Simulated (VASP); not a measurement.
## Hf: single point with r2SCAN+D4

The system is Hf.

```
CELL_PARAMETERS angstrom
-1.72970 1.72970 1.72970
1.72970 -1.72970 1.72970
1.72970 1.72970 -1.72970
ATOMIC_POSITIONS crystal
Hf 0.00000 0.00000 0.00000
```

This isn't the form of Hf at room conditions, which is hcp.

| Property | Result |
| --- | --- |
| Program | VASP 6.6.1 |
| Task | single point |
| Functional | r2SCAN |
| Dispersion | D4 |
| Potentials or basis | VASP PAW PBE potentials, release 64 (Hf_pv) |
| Cutoff | 520 eV |
| k mesh | 10 × 10 × 10 |
| Occupations | methfessel-paxton, width 0.05 eV |
| Spin | no spin polarisation |

The pressure is 7.4 GPa, the band gap on the k mesh is zero (bands 5 and 6 overlap by 2.68 eV) and the dispersion energy per atom is -0.068 eV.

Levels at points of the mesh, in eV from the Fermi level:
| k point | band 2 | band 3 | band 4 | band 5 | band 6 | band 7 | band 8 | band 9 |
| --- | --- | --- | --- | --- | --- | --- | --- | --- |
| (0.00, 0.00, 0.00) | -30.70 | -30.70 | -7.67 | 1.79 | 1.79 | 1.79 | 4.85 | 4.85 |
| (0.50, 0.00, 0.00) | -31.04 | -30.71 | -3.77 | -0.57 | 1.16 | 4.77 | 5.85 | 8.61 |
| (0.50, 0.50, 0.50) | -31.44 | -31.44 | -3.11 | -3.11 | 7.66 | 7.66 | 7.66 | 8.14 |

Wall time 32 s on 1 thread of Intel(R) Xeon(R) Platinum 8259CL CPU @ 2.50GHz (Skylake/Cascade Lake), with other jobs on the host, peak memory 0.15 GiB.

Caveat: the cell stands under pressure; the PAW data sets were made with another functional, which shifts forces and pressure a little; spin-orbit coupling is left out, which moves the levels of the heavy elements.
